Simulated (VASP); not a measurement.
# Cs2I (Fm-3m) in VASP: further runs

Cs2I is run at these levels: PBE; tasks: single point, relaxation of cell and atoms.

Everything below comes from runs of VASP 6.6.1. Logs are shortened: lines on timing, memory, paths and dates and some standing lists are left out, and cuts for length are marked.

## (1) The cell of the first run

The structure is cubic, space group Fm-3m (No. 225). The conventional cell has a = 9.376 Å, b = 9.376 Å, c = 9.376 Å, α = 90.00°, β = 90.00°, γ = 90.00°. Cs (site symmetry -43m) has 4 I at 4.06 Å and 6 Cs at 4.69 Å within 5.3 Å. I (site symmetry m-3m) has 8 Cs at 4.06 Å within 5.3 Å.

## (2) Single point, PBE

The input, INCAR:

```
SYSTEM = Cs2I
PREC = Accurate ; ENCUT = 520
EDIFF = 1E-6 ; ISMEAR = 0
SIGMA = 0.1 ; LREAL = .False.
LASPH = .True. ; NELM = 100
ALGO = Normal ; ISIF = 2
LWAVE = .False. ; LCHARG = .False.
GGA = PE ; NBANDS = 20
```

The input, KPOINTS:

```
Automatic mesh
0
Gamma
  4 4 4
  0 0 0
```

The input, POSCAR:

```
Cs2I
1.0
    0.0000000000      4.6882228547      4.6882228547
    4.6882228547      0.0000000000      4.6882228547
    4.6882228547      4.6882228547      0.0000000000
Cs I
2 1
Direct
    0.2500000000      0.2500000000      0.2500000000
    0.7500000000      0.7500000000      0.7500000000
    0.0000000000      0.0000000000      0.0000000000
```

Potentials or basis: VASP PAW PBE potentials, release 64 (Cs_sv, I).

The run is started by

```
$ cat potpaw_PBE.64/Cs_sv/POTCAR potpaw_PBE.64/I/POTCAR > POTCAR
$ mpirun -np 1 vasp_std > vasp.out
```

OUTCAR:

```text
SYSTEM = Cs2I
   PREC = Accurate
   ENCUT = 520
   EDIFF = 1E-6
   ISMEAR = 0
   LREAL = .False.
   LASPH = .True.
   NELM = 100
   ISIF = 2
   GGA = PE

 ion  position               nearest neighbor table
   1  0.250  0.250  0.250-
   2  0.750  0.750  0.750-
   3  0.000  0.000  0.000-

  LATTYP: Found a face centered cubic cell.
 ALAT       =     9.3764457094

  Lattice vectors:

 A1 = (   0.0000000000,   4.6882228547,   4.6882228547)
 A2 = (   4.6882228547,   0.0000000000,   4.6882228547)
 A3 = (   4.6882228547,   4.6882228547,   0.0000000000)

Analysis of symmetry for initial positions (statically):
[... 33 lines left out ...]
                                     Primitive cell

  volume of cell :     206.0890

  direct lattice vectors                    reciprocal lattice vectors
     0.000000000  4.688222855  4.688222855    -0.106650220  0.106650220  0.106650220
     4.688222855  0.000000000  4.688222855     0.106650220 -0.106650220  0.106650220
     4.688222855  4.688222855  0.000000000     0.106650220  0.106650220 -0.106650220

  length of vectors
     6.630148345  6.630148345  6.630148345     0.184723600  0.184723600  0.184723600

  position of ions in fractional coordinates (direct lattice)
     0.250000000  0.250000000  0.250000000
     0.750000000  0.750000000  0.750000000
     0.000000000  0.000000000  0.000000000

  ion indices of the primitive-cell ions
   primitive index   ion index
                 1           1
                 2           2
                 3           3

----------------------------------------------------------------------------------------

 KPOINTS: Automatic mesh

Automatic generation of k-mesh.
 Grid dimensions read from file:
 generate k-points for:    4    4    4

 Generating k-lattice:

  Cartesian coordinates                     Fractional coordinates (reciprocal lattice)
    -0.026662555  0.026662555  0.026662555     0.250000000  0.000000000  0.000000000
     0.026662555 -0.026662555  0.026662555     0.000000000  0.250000000  0.000000000
     0.026662555  0.026662555 -0.026662555     0.000000000  0.000000000  0.250000000

  Length of vectors
     0.046180900  0.046180900  0.046180900

  Shift w.r.t. Gamma in fractional coordinates (k-lattice)
     0.000000000  0.000000000  0.000000000

 Subroutine IBZKPT returns following result:
 ===========================================

 Found      8 irreducible k-points:

 Following reciprocal coordinates:
            Coordinates               Weight
  0.000000  0.000000  0.000000      1.000000
  0.250000  0.000000  0.000000      8.000000
  0.500000  0.000000  0.000000      4.000000
  0.250000  0.250000  0.000000      6.000000
  0.500000  0.250000  0.000000     24.000000
 -0.250000  0.250000  0.000000     12.000000
  0.500000  0.500000  0.000000      3.000000
 -0.250000  0.500000  0.250000      6.000000
   k-points           NKPTS =      8   k-points in BZ     NKDIM =      8   number of bands    NBANDS=     20
   number of dos      NEDOS =    301   number of ions     NIONS =      3
   total plane-waves  NPLWV = 125000
   dimension x,y,z NGX =    50 NGY =   50 NGZ =   50
   dimension x,y,z NGXF=   100 NGYF=  100 NGZF=  100
   ions per type =               2   1
   NGX,Y,Z   is equivalent  to a cutoff of  12.54, 12.54, 12.54 a.u.
   NGXF,Y,Z  is equivalent  to a cutoff of  25.07, 25.07, 25.07 a.u.
 SYSTEM =  Cs2I
   PREC   = accura    normal or accurate (medium, high low for compatibility)
   ISTART =      0    job   : 0-new  1-cont  2-samecut
   ICHARG =      2    charge: 1-file 2-atom 10-const
   ISPIN  =      1    spin polarized calculation?
   LNONCOLLINEAR =      F non collinear calculations
   LSORBIT =      F    spin-orbit coupling
   LASPH  =      T    aspherical Exc in radial PAW
   ENCUT  =  520.0 eV  38.22 Ry    6.18 a.u.  12.33 12.33 12.33*2*pi/ulx,y,z
   NELM   =    100;   NELMIN=  2; NELMDL= -5     # of ELM steps
   EDIFF  = 0.1E-05   stopping-criterion for ELM
   LREAL  =      F    real-space projection
   EDIFFG = 0.1E-04   stopping-criterion for IOM
   NSW    =      0    number of steps for IOM
   IBRION =     -1    ionic relax: 0-MD 1-quasi-New 2-CG
   NFREE  =      0    steps in history (QN), initial steepest desc. (CG)
   ISIF   =      2    stress and relaxation
   ISYM   =      2    0-nonsym 1-usesym 2-fastsym
   POTIM  = 0.5000    time-step for ionic-motion
   TEBEG  =    0.0;   TEEND  =   0.0 temperature during run
   PSTRESS=    0.0 pullay stress
   NELECT =      25.0000    total number of electrons
   NUPDOWN=      -1.0000    fix difference up-down
   EMIN   =  10.00;   EMAX   =-10.00  energy-range for DOS
   EFERMI =   0.00;   METHOD = LEGACY
   ISMEAR =     0;   SIGMA  =   0.10  broadening in eV -4-tet -1-fermi 0-gaus
   EFERMI_NEDOS =   21; number of points for ismear=-14 and -15
   IALGO  =     38    algorithm
   IMIX   =      4    mixing-type and parameters
     AMIX     =   0.40;   BMIX     =  1.00
     AMIX_MAG =   1.60;   BMIX_MAG =  1.00
  volume/ion in A,a.u.               =      68.70       463.59
  Fermi-wavevector in a.u.,A,eV,Ry     =   0.810407  1.531447  8.935758  0.656760
  Thomas-Fermi vector in A             =   1.919577
   LORBIT       =      0    0 simple, 1 ext, 2 COOP (PROOUT), +10 PAW based schemes
   GGA     = PE    functional components
   LHFCALC =     F    Hartree Fock is set to
   AEXX    =    0.0000 exact exchange contribution
   IVDW    =     0    specifies the selected vdW correction
   LEPSILON=     F    determine dielectric tensor
   LRPA    =     F    only Hartree local field effects (RPA)
 non-spin polarized calculation
 Gauss-broadening in eV      SIGMA  =   0.10
  energy-cutoff  :      520.00
  volume of cell :      206.09
 maximum number of plane-waves:      5577
 NGX is ok and might be reduce to    50
   NGX = 25   NGY = 25   NGZ = 25

 number of electron      25.0000001 magnetization

 Free energy of the ion-electron system (eV)
  ---------------------------------------------------
  ext. energy  EPLUGINS =         0.00000000
  ---------------------------------------------------
  free energy    TOTEN  =        -5.89698064 eV

  energy without entropy =       -5.86927847  energy(sigma->0) =       -5.88312956

 E-fermi :   2.5199     XC(G=0):  -6.5574

 val. band max:        2.4781785159   @ k =  -0.2500   0.2500   0.0000
 cond. band min:       2.5443794739   @ k =  -0.2500   0.5000   0.2500
 fundamental gap:      0.0662009580
 Fermi energy:         2.5198523544

 k-point     1 :       0.0000    0.0000    0.0000
  band No.  band energies     occupation
      1     -21.6787      2.00000
      2     -21.6321      2.00000
      3     -11.6291      2.00000
      4      -8.5837      2.00000
      5      -8.5837      2.00000
      6      -8.5837      2.00000
[... 12 lines left out ...]
     19       6.0346      0.00000
     20       6.0346      0.00000

 k-point     2 :       0.2500    0.0000    0.0000
  band No.  band energies     occupation
      1     -21.6716      2.00000
      2     -21.6387      2.00000
      3     -11.6435      2.00000
      4      -8.5641      2.00000
      5      -8.5575      2.00000
      6      -8.5575      2.00000
[... 12 lines left out ...]
     19       5.1466      0.00000
     20       5.6389      0.00000

 k-point     3 :       0.5000    0.0000    0.0000
  band No.  band energies     occupation
      1     -21.6549      2.00000
      2     -21.6548      2.00000
      3     -11.6580      2.00000
      4      -8.5027      2.00000
      5      -8.4951      2.00000
      6      -8.4951      2.00000
[... 12 lines left out ...]
     19       5.0209      0.00000
     20       5.0499      0.00000

 k-point     4 :       0.2500    0.2500    0.0000
  band No.  band energies     occupation
      1     -21.6705      2.00000
      2     -21.6395      2.00000
      3     -11.6485      2.00000
      4      -8.6135      2.00000
      5      -8.6135      2.00000
      6      -8.4829      2.00000
[... 12 lines left out ...]
     19       4.6359      0.00000
     20       6.0408      0.00000

 k-point     5 :       0.5000    0.2500    0.0000
  band No.  band energies     occupation
      1     -21.6602      2.00000
      2     -21.6493      2.00000
      3     -11.6634      2.00000
      4      -8.6088      2.00000
      5      -8.5967      2.00000
      6      -8.5381      2.00000
[... 12 lines left out ...]
     19       5.0997      0.00000
     20       5.4729      0.00000

 k-point     6 :      -0.2500    0.2500    0.0000
  band No.  band energies     occupation
      1     -21.6626      2.00000
      2     -21.6471      2.00000
      3     -11.6583      2.00000
      4      -8.6199      2.00000
      5      -8.5114      2.00000
      6      -8.4824      2.00000
[... 12 lines left out ...]
     19       5.1143      0.00000
     20       5.4588      0.00000

 k-point     7 :       0.5000    0.5000    0.0000
  band No.  band energies     occupation
      1     -21.6624      2.00000
      2     -21.6469      2.00000
      3     -11.6687      2.00000
      4      -8.6423      2.00000
      5      -8.6423      2.00000
      6      -8.5848      2.00000
[... 12 lines left out ...]
     19       5.0860      0.00000
     20       5.2284      0.00000

 k-point     8 :      -0.2500    0.5000    0.2500
  band No.  band energies     occupation
      1     -21.6547      2.00000
      2     -21.6547      2.00000
      3     -11.6686      2.00000
      4      -8.6637      2.00000
      5      -8.5631      2.00000
      6      -8.4950      2.00000
[... 12 lines left out ...]
     19       4.9519      0.00000
     20       5.5471      0.00000

------------------------ aborting loop because EDIFF is reached ----------------------------------------

  FORCE on cell =-STRESS in cart. coord.  units (eV):
  Direction    XX          YY          ZZ          XY          YZ          ZX
  --------------------------------------------------------------------------------------
  -------------------------------------------------------------------------------------
  Total        0.2651598      0.2651598      0.2651598     -0.0000000      0.0000000     -0.0000000
  in kB        2.0614060      2.0614060      2.0614060     -0.0000000      0.0000000     -0.0000000
  external PRESSURE =       2.0614060 kB  Pullay stress =       0.0000000 kB

 VOLUME and BASIS-vectors are now :
 -----------------------------------------------------------------------------
  energy-cutoff  :      520.00
  volume of cell :      206.09
      direct lattice vectors                 reciprocal lattice vectors
     0.000000000  4.688222855  4.688222855    -0.106650220  0.106650220  0.106650220
     4.688222855  0.000000000  4.688222855     0.106650220 -0.106650220  0.106650220
     4.688222855  4.688222855  0.000000000     0.106650220  0.106650220 -0.106650220

 POSITION                                       TOTAL-FORCE (eV/Angst)
 -----------------------------------------------------------------------------------
      2.34411      2.34411      2.34411        -0.000000     -0.000000      0.000000
      7.03233      7.03233      7.03233         0.000000     -0.000000     -0.000000
      0.00000      0.00000      0.00000         0.000000      0.000000     -0.000000
 -----------------------------------------------------------------------------------
    total drift:                               -0.000000      0.000000     -0.000000

  FREE ENERGIE OF THE ION-ELECTRON SYSTEM (eV)
  ---------------------------------------------------
  free  energy   TOTEN  =        -5.8969806399 eV

  energy  without entropy=       -5.8692784714  energy(sigma->0) =       -5.88312956
```

It took 18 s on 1 thread of AMD EPYC 9R45 (Zen 5), shared host; peak memory 0.31 GiB.

What came out:

* Free energy: -5.8970 eV
* Pressure: 0.2 GPa

Caveat: spin-orbit coupling is left out, which moves the levels of the heavy elements; an odd number of electrons without spin polarisation forces a metal; a magnetic or distorted state may lie lower.

## (3) Relaxation of cell and atoms, PBE

This run uses another cell than the first one, of 43.53 Å³/atom, 0.634 times its volume.

The input, INCAR:

```
PREC     = Accurate       # precision mode
ENCUT    = 600            # plane-wave cutoff, eV
EDIFF    = 1E-6           # SCF threshold, eV
ISMEAR   = 0              # smearing method
SIGMA    = 0.1            # smearing width, eV
LREAL    = F              # projectors in reciprocal space
LASPH    = T              # aspherical terms in the spheres
NELM     = 100            # most SCF steps
ALGO     = Normal         # electronic algorithm
ISIF     = 3              # what is computed and relaxed
LWAVE    = F              # write WAVECAR
LCHARG   = F              # write CHGCAR
GGA      = PE             # functional
IBRION   = 2              # ionic algorithm
NSW      = 90             # ionic steps
EDIFFG   = -0.04          # ionic threshold
```

The input, KPOINTS:

```
Automatic mesh
0
Gamma
  4 4 4
```

The input, POSCAR:

```
Cs2I
1.0
    0.0000000000      4.0269513996      4.0269513996
    4.0269513996      0.0000000000      4.0269513996
    4.0269513996      4.0269513996      0.0000000000
Cs I
2 1
Direct
    0.2500000000      0.2500000000      0.2500000000
    0.7500000000      0.7500000000      0.7500000000
    0.0000000000      0.0000000000      0.0000000000
```

Potentials or basis: VASP PAW PBE potentials, release 64 (Cs_sv, I).

The run is started by

```
$ cat potpaw_PBE.64/Cs_sv/POTCAR potpaw_PBE.64/I/POTCAR > POTCAR
$ mpirun -np 1 vasp_std > vasp.out
```

It took 66 s on 1 thread of AMD EPYC 9R45 (Zen 5), shared host; peak memory 0.31 GiB.

Results (log left out):

```
Free energy                            : -5.8980 eV
Relaxed volume                         : 72.06 Å³/atom
Relaxed cell                           : a = 6.737 Å, b = 6.737 Å, c = 6.737 Å, α = 60.00°, β = 60.00°, γ = 60.00°
Space group after relaxing (to 0.05 Å) : Fm-3m (No. 225)
Energy gained by relaxing              : 368.8 meV/atom
Ionic steps                            : 6
Pressure after relaxing                : 0.0 GPa
```

The path:
```tsv
step	energy change (eV)	largest force (eV/Å)	pressure (GPa)	volume (Å³)
1	0.0000	0.0000	6.59	130.60
2	-0.8745	0.0000	1.98	167.44
3	-1.0717	0.0000	0.57	193.81
4	-1.0359	0.0000	-0.50	254.56
5	-1.1046	0.0000	-0.10	220.84
6	-1.1063	0.0000	-0.02	216.18
```

Final structure:
```xyz
3
Lattice="0.0000 4.7635 4.7635 4.7635 0.0000 4.7635 4.7635 4.7635 0.0000" Properties=species:S:1:pos:R:3 pbc="T T T"
Cs    2.3818    2.3818    2.3818
Cs    7.1453    7.1453    7.1453
I     0.0000    0.0000    0.0000
```

Levels at points of the mesh, in eV from the Fermi level:
| k point | band 10 | band 11 | band 12 | band 13 | band 14 | band 15 | band 16 |
| --- | --- | --- | --- | --- | --- | --- | --- |
| (0.00, 0.00, 0.00) | -4.29 | -4.29 | -4.29 | -1.23 | 0.88 | 0.88 | 1.98 |
| (0.50, 0.00, 0.00) | -4.33 | -4.22 | -4.22 | 0.28 | 0.58 | 1.36 | 1.36 |
| (0.50, 0.50, 0.00) | -4.44 | -4.16 | -4.16 | -0.05 | 0.80 | 1.07 | 1.55 |

Caveat: the volume moved by over 15 % at a fixed basis, so the end points are rough; spin-orbit coupling is left out, which moves the levels of the heavy elements; an odd number of electrons without spin polarisation forces a metal; a magnetic or distorted state may lie lower.

## (4) Single point, PBE

This run uses another cell than the first one, of 72.18 Å³/atom, 1.051 times its volume.

The input, INCAR:

```
ALGO     = Normal         # electronic algorithm
EDIFF    = 1E-6           # SCF threshold, eV
ENCUT    = 520            # plane-wave cutoff, eV
GGA      = PE             # functional
ISIF     = 2              # what is computed and relaxed
ISMEAR   = 0              # smearing method
LASPH    = True           # aspherical terms in the spheres
LCHARG   = False          # write CHGCAR
LREAL    = False          # projectors in reciprocal space
LWAVE    = False          # write WAVECAR
NBANDS   = 20             # bands
NELM     = 80             # most SCF steps
PREC     = Accurate       # precision mode
SIGMA    = 0.1            # smearing width, eV
```

The input, KPOINTS:

```
k-points
0
Gamma
  10 10 10
```

The input, POSCAR:

```
Cs2I
1.0
    0.0000000000      4.7662686332      4.7662686332
    4.7662686332      0.0000000000      4.7662686332
    4.7662686332      4.7662686332      0.0000000000
Cs I
2 1
Direct
    0.2500000000      0.2500000000      0.2500000000
    0.7500000000      0.7500000000      0.7500000000
    0.0000000000      0.0000000000      0.0000000000
```

The run is started by

```
$ cat potpaw_PBE.64/Cs_sv/POTCAR potpaw_PBE.64/I/POTCAR > POTCAR
$ mpirun -np 1 vasp_std > vasp.out
```

Wall time 1.8 min (1 thread of AMD EPYC 9R45 (Zen 5), shared host); peak memory 0.42 GiB.

The run converged. Its results:

```yaml
Free_energy: -5.8937 eV
Pressure: 0.0 GPa
```

Levels at points of the mesh, in eV from the Fermi level:
```
           k point  band 10  band 11  band 12  band 13  band 14  band 15  band 16  band 17
(0.00, 0.00, 0.00)    -4.28    -4.28    -4.28    -1.23     0.89     0.89     1.98     1.98
(0.50, 0.00, 0.00)    -4.32    -4.21    -4.21     0.29     0.58     1.36     1.36     2.38
(0.50, 0.50, 0.00)    -4.42    -4.15    -4.15    -0.04     0.80     1.08     1.55     2.04
```

Caveat: spin-orbit coupling is left out, which moves the levels of the heavy elements; an odd number of electrons without spin polarisation forces a metal; a magnetic or distorted state may lie lower.

## (5) Overview

| task | cell | k mesh | cutoff (eV) | gap on the mesh (eV) | pressure (GPa) |
| --- | --- | --- | --- | --- | --- |
| single point | a = 6.630 Å, angles 60.0°, 3 atoms | 4 × 4 × 4 | 520 | none | 0.2 |
| relaxation of cell and atoms | relaxed from a = 5.695 Å, angles 60.0°, 3 atoms | 4 × 4 × 4 | 600 | none | 0.0 |
| single point | a = 6.741 Å, angles 60.0°, 3 atoms | 10 × 10 × 10 | 520 | none | 0.0 |

Alike in all rows: level PBE; potentials or basis VASP PAW PBE potentials, release 64 (Cs_sv, I); no spin polarisation; smearing gaussian 0.1 eV.

Caveats: spin-orbit coupling is left out, which moves the levels of the heavy elements; an odd number of electrons without spin polarisation forces a metal; a magnetic or distorted state may lie lower; the volume moved by over 15 % at a fixed basis, so the end points are rough (some runs).

Total energies depend on the potentials used, so only differences within one code and one set of settings carry meaning.
